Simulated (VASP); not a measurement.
Set up this calculation in VASP 6.6.1, as the native input.

```
Task                   : electric field gradients
Functional             : LDA
Potentials or basis    : VASP PAW LDA potentials, release 64 (Ti_sv)
Cutoff                 : 400 eV
k mesh                 : 15 × 15 × 15
Occupations            : fermi-dirac, width 0.05 eV
Spin                   : no spin polarisation
Dipole correction      : no
Further INCAR settings : ALGO = Normal; EDIFF = 1e-08; NBANDS = 12
```

The structure of Ti lies in POSCAR:

```
Ti
1.0
    0.0000000000      2.0232106516      2.0232106516
    2.0232106516      0.0000000000      2.0232106516
    2.0232106516      2.0232106516      0.0000000000
Ti
1
Direct
    0.0000000000      0.0000000000      0.0000000000
```

This cell differs from its parent crystal: volume scaled by 0.99.

The input as run:

INCAR

```
PREC = Accurate
ENCUT = 400
EDIFF = 1E-8
ISMEAR = -1
SIGMA = 0.05
LREAL = F
LASPH = T
NELM = 120
ALGO = Normal
ISIF = 2
LWAVE = F
LCHARG = F
GGA = CA
LEFG = T
NBANDS = 12
GGA_COMPAT = F
```

KPOINTS

```
Automatic mesh
0
Gamma
  15 15 15
```

Potentials or basis: VASP PAW LDA potentials, release 64 (Ti_sv).

Launch:

```bash
$ cat potpaw_LDA.64/Ti_sv/POTCAR > POTCAR
$ mpirun -np 1 vasp_std > vasp.out
```

It gave:

```yaml
Pressure: -4.6 GPa
Band_gap_on_the_k_mesh: zero (band 6 reaches 9.37 eV, above the bottom of band 7 at 8.19 eV)
```

Caveat: without QUAD_EFG the Cq values of the log hold for a quadrupole moment of 1 mb, not for the nuclei.

It took 8.5 s on 1 thread of Intel(R) Xeon(R) 6975P-C (Granite Rapids), on a shared host, peak memory 0.12 GiB.
